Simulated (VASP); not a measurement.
A run of VASP 6.6.1 is set up as follows.

The input INCAR:

```
SYSTEM = O
PREC = Accurate
ENCUT = 520
EDIFF = 1E-6
ISMEAR = -1
SIGMA = 0.05
LREAL = .False.
LASPH = .True.
NELM = 80
ALGO = Normal
ISIF = 2
LWAVE = .False.
LCHARG = .False.
GGA = PE
NBANDS = 20
```

KPOINTS

```
Automatic mesh
0
Gamma
  12 12 4
  0 0 0
```

File POSCAR:

```
O
1.0
    2.4416961458      0.0000000000      0.0000000000
   -1.2208480729      2.1145708905      0.0000000000
    0.0000000000      0.0000000000      7.7549264985
O
4
Direct
    0.3333333333      0.6666666667      0.1718966900
    0.6666666667      0.3333333333      0.8281033100
    0.6666666667      0.3333333333      0.6718966900
    0.3333333333      0.6666666667      0.3281033100
```

Potentials or basis: VASP PAW PBE potentials, release 64 (O).

Launch:

```bash
$ cat potpaw_PBE.64/O/POTCAR > POTCAR
$ mpirun -np 1 vasp_std > vasp.out
```

What does it give for the pressure?

9.0 GPa.

What does it give for the largest force?

1.250 eV/Å.

Stress tensor (GPa, compression positive):
```
 6.04  0.00  0.00
 0.00  6.04  0.00
 0.00  0.00 15.03
```

Caveat: the standard files for N, O and F lose accuracy on very short bonds; spin is off for a triplet molecule; forces of over 1 eV/Å act on the atoms, so gaps and moduli don't describe the material at rest.
